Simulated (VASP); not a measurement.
Here is a VASP 6.6.1 calculation.

Contents of INCAR:

```
SYSTEM = Os
PREC = Accurate
ENCUT = 600
EDIFF = 1E-6
ISMEAR = -1
SIGMA = 0.05
LREAL = .FALSE.
LASPH = .TRUE.
NELM = 80
ALGO = Normal
ISIF = 3
LWAVE = .FALSE.
LCHARG = .FALSE.
IBRION = 2
NSW = 60
EDIFFG = -0.005
```

Contents of KPOINTS:

```
regular mesh
0
G
  18 18 10
  0 0 0
```

Contents of POSCAR:

```
Os
1.0
    2.6930569566      0.0000000000      0.0000000000
   -1.3465284783      2.3322557382      0.0000000000
    0.0000000000      0.0000000000      4.3627522697
Os
2
Direct
    0.3333333333      0.6666666667      0.2500000000
    0.6666666667      0.3333333333      0.7500000000
```

Potentials or basis: VASP PAW LDA potentials, release 64 (Os).

Run with:

```sh
$ cat potpaw_LDA.64/Os/POTCAR > POTCAR
$ mpirun -np 1 vasp_std > vasp.out
```

(1) Estimate the band gap on the k mesh.

(2) What does it give for the relaxed cell?

(3) Estimate the space group after relaxing (to 0.1 Å).

Results:

(1) zero (bands 8 and 9 overlap by 4.05 eV).

(2) a = 2.717 Å, b = 2.717 Å, c = 4.296 Å, α = 90.00°, β = 90.00°, γ = 120.00°.

(3) P6_3/mmc (No. 194).

Caveat: spin-orbit coupling is left out, which moves the levels of the heavy elements.
